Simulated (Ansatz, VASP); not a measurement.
# BaF2 in VASP and in Ansatz

File INCAR:

```
ALGO = Normal
EDIFF = 1E-8
ENCUT = 520
GGA = CA
GGA_COMPAT = False
ISIF = 2
ISMEAR = -1
LASPH = True
LCHARG = False
LEFG = True
LREAL = False
LWAVE = False
NBANDS = 19
NELM = 120
PREC = Accurate
SIGMA = 0.01
```

KPOINTS

```
k-points
0
Gamma
  8 8 8
```

POSCAR

```
BaF2
1.0
    0.0000000000      3.0380490000      3.1000500000
    3.0380490000      0.0000000000      3.1000500000
    3.0380490000      3.0380490000      0.0000000000
Ba F
1 2
Direct
    0.0000000000      0.0000000000      0.0000000000
    0.2500000000      0.2500000000      0.2500000000
    0.7500000000      0.7500000000      0.7500000000
```

Input for Ansatz:

```yaml
crystal:
  lattice:
    - [0.0, 3.038049, 3.10005]
    - [3.038049, 0.0, 3.10005]
    - [3.038049, 3.038049, 0.0]
  atoms:
    - { symbol: Ba, position: [0.0, 0.0, 0.0] }
    - { symbol: F, position: [0.25, 0.25, 0.25] }
    - { symbol: F, position: [0.75, 0.75, 0.75] }
kpoints:
  mp_grid: { grid: [8, 8, 8] }
scf:
  occupations: { method: fermi_dirac, width: 0.01 }
hamiltonian:
  xc: lda
  pseudopotentials: { kind: all_electron, datasets: crystal }
output:
  forces: true
  stress: true
  eigenvalues: true
  efg: { contact_densities: true }
```

Change from the starting cell: equal xx and yy strain of -2 %, crystal datasets.

Alike in both runs: task electric field gradients; functional LDA; k mesh 8 × 8 × 8; occupations fermi-dirac, width 0.01 eV; no spin polarisation.

|  | VASP | Ansatz |
| --- | --- | --- |
| version | VASP 6.6.1 | Ansatz 0.2.0 |
| potentials or method | VASP PAW LDA potentials, release 64 (Ba_sv, F), cutoff 520 eV | all-electron PAW with datasets made for the crystal, scalar-relativistic |

```tsv
	VASP	Ansatz	Ansatz less VASP
gap on the k mesh at the Fermi level (eV)	6.54	6.60	+0.064
pressure (GPa)	-0.9	-2.4	-1.42
traceless stress, the component that is largest in VASP (GPa)	-0.68	-0.72	-0.033
size of Vzz on the site where it differs most (V/Å²)	14.4	14.1	-0.38
```

LDA's correlation is that of Perdew and Zunger in VASP and of Perdew and Wang (1992) in Ansatz. Ansatz ran all-electron here, and VASP with PAW potentials.

Neither program's run includes spin-orbit coupling.
